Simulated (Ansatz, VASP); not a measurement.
Cd3InO in VASP and in Ansatz

```
CELL_PARAMETERS angstrom
5.45703 0.00000 0.00000
0.00000 5.45703 0.00000
0.00000 0.00000 5.45703
ATOMIC_POSITIONS crystal
Cd 0.00000 0.00000 0.50000
Cd 0.50000 0.00000 0.00000
Cd 0.00000 0.50000 0.00000
In 0.00000 0.00000 0.00000
O 0.50000 0.50000 0.50000
```

Change from the starting cell: species swapped into the CsAuBr3 type (Pm-3m, No. 221).

Alike in both runs: functional PBE; k mesh 4 × 4 × 4; occupations gaussian, width 0.1 eV; collinear spin.

Ansatz relaxed the structure, and its values are those at the end. VASP's run is a single point on that final structure, the one shown.

```csv
,VASP,Ansatz
version,VASP 6.6.1,Ansatz 0.2.0
potentials or method,"VASP PAW PBE potentials, release 64 (Cd, In_d, O), cutoff 520 eV","scalar-relativistic, plane waves, PAW"
valence electrons in the cell,55,79
```

```csv
,VASP,Ansatz,Ansatz less VASP
gap on the k mesh at the Fermi level (eV),none,none,-
pressure (GPa),-0.2,0.2,+0.40
net moment per atom (μB),0.00,0.24,+0.245
size of the moment on the site where the two differ most (μB),0.00,1.22,+1.220
```

The net moments are unlike, so the other rows may belong to different states. Site moments also hang on the region over which each program counts them. A gap of «none» marks a metal or a gap that the smearing closes. VASP's potentials hold 55 valence electrons a cell and Ansatz's 79, so a difference there can come from the potentials and not from the codes.
